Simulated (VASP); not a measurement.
# Al (P1) in VASP: single point with PBE

Aim: the single point of Al with PBE.

Everything below comes from runs of VASP 6.6.1. Logs are shortened: lines on timing, memory, paths and dates and some standing lists are left out, and cuts for length are marked.

## Step 1: The cell of the first run

The typed cell holds 32 atoms: a = 8.100 Å, b = 8.100 Å, c = 8.100 Å, α = 90.00°, β = 90.00°, γ = 90.00°.

## Step 2: Single point, PBE

INCAR

```
  PREC = Accurate
  ENCUT = 500
  EDIFF = 1E-6
  ISMEAR = -1
  SIGMA = 0.1
  LREAL = Auto
  LASPH = T
  NELM = 120
  ALGO = Normal
  ISIF = 2
  LWAVE = F
  LCHARG = F
  GGA = PE
  NBANDS = 70
  GGA_COMPAT = F
```

KPOINTS

```
regular mesh
0
Gamma
  2 2 2
```

POSCAR

```
Al
1.0
    8.1000000000      0.0000000000      0.0000000000
    0.0000000000      8.1000000000      0.0000000000
    0.0000000000      0.0000000000      8.1000000000
Al
32
Direct
   -0.0019550000     -0.0029400000     -0.0007700000
   -0.0025560000      0.2467890000      0.2492710000
    0.2530960000      0.0022260000      0.2519640000
    0.2479400000      0.2502720000     -0.0016540000
   -0.0024250000     -0.0029170000      0.4978840000
    0.0031660000      0.2524360000      0.7522710000
    0.2522260000     -0.0022710000      0.7485910000
    0.2509410000      0.2517180000      0.5026270000
    0.0028150000      0.4969390000      0.0007840000
    0.0012720000      0.7500440000      0.2476130000
    0.2498040000      0.4969580000      0.2532190000
    0.2527070000      0.7503530000     -0.0014800000
    0.0030290000      0.5005360000      0.5028320000
    0.0025780000      0.7500620000      0.7493630000
    0.2507330000      0.4994890000      0.7474910000
    0.2485560000      0.7523150000      0.4966170000
    0.4966390000      0.0009360000     -0.0016260000
    0.5002560000      0.2497870000      0.2488360000
    0.7536840000     -0.0022550000      0.2493540000
    0.7477980000      0.2509830000     -0.0016570000
    0.4989320000      0.0018290000      0.4986720000
    0.5004340000      0.2529950000      0.7470440000
    0.7467530000     -0.0020080000      0.7519640000
    0.7508550000      0.2480550000      0.4987490000
    0.4976110000      0.4996960000     -0.0033870000
    0.5014610000      0.7529330000      0.2533680000
    0.7517400000      0.5034060000      0.2464310000
    0.7484370000      0.7534520000      0.0020390000
    0.4993370000      0.5032840000      0.5008930000
    0.5023550000      0.7484700000      0.7477140000
    0.7495860000      0.4973070000      0.7491230000
    0.7534210000      0.7487500000      0.4963660000
```

Potentials or basis: VASP PAW PBE potentials, release 64 (Al).

Launch:

```bash
$ cat potpaw_PBE.64/Al/POTCAR > POTCAR
$ mpirun -np 1 vasp_std > vasp.out
```

OUTCAR:

```text
PREC = Accurate
   ENCUT = 500
   EDIFF = 1E-6
   ISMEAR = -1
   LREAL = Auto
   LASPH = T
   NELM = 120
   ISIF = 2
   GGA = PE

 ion  position               nearest neighbor table
   1  0.998  0.997  0.999-  28 2.83  19 2.83  10 2.84  14 2.85  23 2.86   2 2.86  12 2.87   6 2.88
                             4 2.88  20 2.89   7 2.89   3 2.91
   2  0.997  0.247  0.249-  19 2.82  24 2.84   5 2.85   9 2.86   1 2.86   3 2.87  20 2.87   4 2.87
                            27 2.88  11 2.88   8 2.90  13 2.91
   3  0.253  0.002  0.252-  21 2.82  16 2.83  18 2.83  17 2.85  26 2.85   8 2.86   2 2.87   5 2.87
                             4 2.87  10 2.89  12 2.89   1 2.91
   4  0.248  0.250  0.998-   6 2.81   9 2.82  17 2.85  25 2.86  15 2.86   2 2.87  11 2.87   3 2.87
                             7 2.88  18 2.88   1 2.88  22 2.89
   5  0.998  0.997  0.498-  19 2.82  32 2.82  16 2.84  10 2.85  24 2.85   2 2.85  14 2.86   3 2.87
                            23 2.89   7 2.89   8 2.91   6 2.92
   6  0.003  0.252  0.752-   4 2.81   9 2.82  15 2.83   8 2.85  13 2.85  31 2.86  20 2.87   1 2.88
                             7 2.89  24 2.90   5 2.92  23 2.93
   7  0.252  0.998  0.749-  17 2.83  21 2.84  12 2.85  14 2.85  16 2.85  30 2.86   8 2.86   4 2.88
                            22 2.88   6 2.89   1 2.89   5 2.89
   8  0.251  0.252  0.503-  15 2.82  22 2.83  11 2.83  13 2.85   6 2.85  21 2.85  29 2.86   7 2.86
                             3 2.86  18 2.88   2 2.90   5 2.91
   9  0.003  0.497  0.001-   4 2.82   6 2.82  27 2.85   2 2.86  11 2.86  10 2.86  20 2.87  15 2.87
[... 33 lines left out ...]
  26  0.501  0.753  0.253-  21 2.83  32 2.84  16 2.84  19 2.85  29 2.85   3 2.85  28 2.85  27 2.86
                            17 2.88  12 2.88  11 2.91  25 2.92
  27  0.752  0.503  0.246-  28 2.83  32 2.84  10 2.84   9 2.85  26 2.86  20 2.87   2 2.88  25 2.89
                            18 2.89  29 2.90  24 2.91  13 2.91
  28  0.748  0.753  0.002-  19 2.82   1 2.83  27 2.83  23 2.83  26 2.85  10 2.86  17 2.86  30 2.87
                            25 2.89  14 2.90  31 2.92   9 2.93
  29  0.499  0.503  0.501-  30 2.82  15 2.84  22 2.84  26 2.85  11 2.85  31 2.86  32 2.86  16 2.86
                             8 2.86  18 2.90  24 2.90  27 2.90
  30  0.502  0.748  0.748-  29 2.82  23 2.83  25 2.85  31 2.85   7 2.86  12 2.87  28 2.87  15 2.87
                            32 2.88  21 2.88  17 2.88  16 2.89
  31  0.750  0.497  0.749-  22 2.83  20 2.84  30 2.85   6 2.86  29 2.86  25 2.86  24 2.86  13 2.86
                            32 2.89   9 2.89  14 2.90  28 2.92
  32  0.753  0.749  0.496-   5 2.82  26 2.84  27 2.84  19 2.84  10 2.84  13 2.85  29 2.86  14 2.88
                            30 2.88  31 2.89  23 2.89  21 2.91

  LATTYP: Found a simple cubic cell.
 ALAT       =     8.1000000000

  Lattice vectors:

 A1 = (   8.1000000000,   0.0000000000,   0.0000000000)
 A2 = (   0.0000000000,   8.1000000000,   0.0000000000)
 A3 = (   0.0000000000,   0.0000000000,   8.1000000000)

Analysis of symmetry for initial positions (statically):
=====================================================================
 Subroutine PRICEL returns:
 Original cell was already a primitive cell.

 Routine SETGRP: Setting up the symmetry group for a
 simple cubic supercell.
[... 179 lines left out ...]
   IALGO  =     38    algorithm
   IMIX   =      4    mixing-type and parameters
     AMIX     =   0.40;   BMIX     =  1.00
     AMIX_MAG =   1.60;   BMIX_MAG =  1.00
  volume/ion in A,a.u.               =      16.61       112.07
  Fermi-wavevector in a.u.,A,eV,Ry     =   0.925437  1.748822 11.652489  0.856434
  Thomas-Fermi vector in A             =   2.051291
   LORBIT       =      0    0 simple, 1 ext, 2 COOP (PROOUT), +10 PAW based schemes
   GGA     = PE    functional components
   LHFCALC =     F    Hartree Fock is set to
   AEXX    =    0.0000 exact exchange contribution
   IVDW    =     0    specifies the selected vdW correction
   LEPSILON=     F    determine dielectric tensor
   LRPA    =     F    only Hartree local field effects (RPA)
 non-spin polarized calculation
  energy-cutoff  :      500.00
  volume of cell :      531.44
 maximum number of plane-waves:     13517
 NGX is ok and might be reduce to    60
   NGX = 29   NGY = 29   NGZ = 29

 number of electron      96.0000000 magnetization

 Free energy of the ion-electron system (eV)
  ---------------------------------------------------
  ext. energy  EPLUGINS =         0.00000000
  ---------------------------------------------------
  free energy    TOTEN  =      -119.80913630 eV

  energy without entropy =     -119.14893500  energy(sigma->0) =     -119.47903565

 E-fermi :   7.6009     XC(G=0): -10.1723

 val. band max:        7.5995981141   @ k =   0.5000   0.0000   0.0000
 cond. band min:       7.6037780062   @ k =   0.5000   0.0000   0.0000
 fundamental gap:      0.0041798920
 Fermi energy:         7.6009436993

 k-point     1 :       0.0000    0.0000    0.0000
  band No.  band energies     occupation
      1      -3.1591      2.00000
      2      -0.9983      2.00000
      3      -0.9418      2.00000
      4      -0.9266      2.00000
      5      -0.9007      2.00000
      6      -0.8886      2.00000
[... 493 lines left out ...]
     59      11.3349      0.00000
     60      11.3468      0.00000
 [bands above 60 left out]

------------------------ aborting loop because EDIFF is reached ----------------------------------------

  FORCE on cell =-STRESS in cart. coord.  units (eV):
  Direction    XX          YY          ZZ          XY          YZ          ZX
  --------------------------------------------------------------------------------------
  -------------------------------------------------------------------------------------
  Total       -0.5500755     -0.5545225     -0.5466499      0.0309567     -0.0019722      0.0541111
  in kB       -1.6583561     -1.6717629     -1.6480287      0.0933275     -0.0059457      0.1631330
  external PRESSURE =      -1.6593826 kB  Pullay stress =       0.0000000 kB

 VOLUME and BASIS-vectors are now :
 -----------------------------------------------------------------------------
  energy-cutoff  :      500.00
  volume of cell :      531.44
      direct lattice vectors                 reciprocal lattice vectors
     8.100000000  0.000000000  0.000000000     0.123456790  0.000000000  0.000000000
     0.000000000  8.100000000  0.000000000     0.000000000  0.123456790  0.000000000
     0.000000000  0.000000000  8.100000000     0.000000000  0.000000000  0.123456790

 POSITION                                       TOTAL-FORCE (eV/Angst)
 -----------------------------------------------------------------------------------
      8.08416      8.07619      8.09376         0.113939      0.079259     -0.041873
      8.07930      1.99899      2.01910         0.087319      0.099874      0.038632
      2.05008      0.01803      2.04091        -0.127668     -0.025725     -0.090986
      2.00831      2.02720      8.08660         0.076543     -0.049363      0.053515
      8.08036      8.07637      4.03286         0.101290      0.115137      0.132721
      0.02564      2.04473      6.09340        -0.128228     -0.178107     -0.106029
[... 24 lines left out ...]
      6.07165      4.02819      6.06790         0.082799      0.110939      0.017288
      6.10271      6.06488      4.02056        -0.061014      0.016168      0.137795
 -----------------------------------------------------------------------------------
    total drift:                                0.000878      0.000610     -0.006067

  FREE ENERGIE OF THE ION-ELECTRON SYSTEM (eV)
  ---------------------------------------------------
  free  energy   TOTEN  =      -119.8091363021 eV

  energy  without entropy=     -119.1489350023  energy(sigma->0) =     -119.47903565
```

It took 8.1 min on 1 thread of Oxide Virtual Turin-like, shared host; peak memory 0.5 GiB.

What came out:

```
Free energy            : -119.8091 eV
Pressure               : -0.2 GPa
Largest force          : 0.244 eV/Å
Band gap on the k mesh : zero (bands 48 and 49 overlap by 0.89 eV)
```

Forces on the atoms (eV/Å):
```
Al   0.114  0.079 -0.042
Al   0.087  0.100  0.039
Al  -0.128 -0.026 -0.091
Al   0.077 -0.049  0.054
Al   0.101  0.115  0.133
Al  -0.128 -0.178 -0.106
Al  -0.074  0.054  0.004
Al  -0.053 -0.096 -0.104
Al  -0.076  0.138 -0.027
Al   0.085 -0.047  0.005
Al   0.041  0.071 -0.110
Al  -0.045 -0.023  0.070
Al  -0.122 -0.057 -0.129
Al  -0.098 -0.014  0.052
Al   0.011  0.092  0.081
Al   0.063 -0.036  0.073
Al   0.068 -0.001  0.031
Al   0.042  0.072  0.021
Al  -0.171  0.087 -0.009
Al   0.040 -0.045  0.035
Al   0.085 -0.044  0.052
Al  -0.019 -0.107  0.063
Al   0.109  0.059 -0.111
Al  -0.003  0.090  0.014
Al   0.046  0.041  0.134
Al  -0.070 -0.084 -0.135
Al  -0.054 -0.139  0.093
Al   0.010 -0.158 -0.136
Al   0.074 -0.087 -0.117
Al  -0.034  0.065  0.010
Al   0.083  0.111  0.017
Al  -0.061  0.016  0.138
```

Caveat: the k points lie up to 0.39 Å⁻¹ apart, too coarse for converged energies and pressures of a metal.
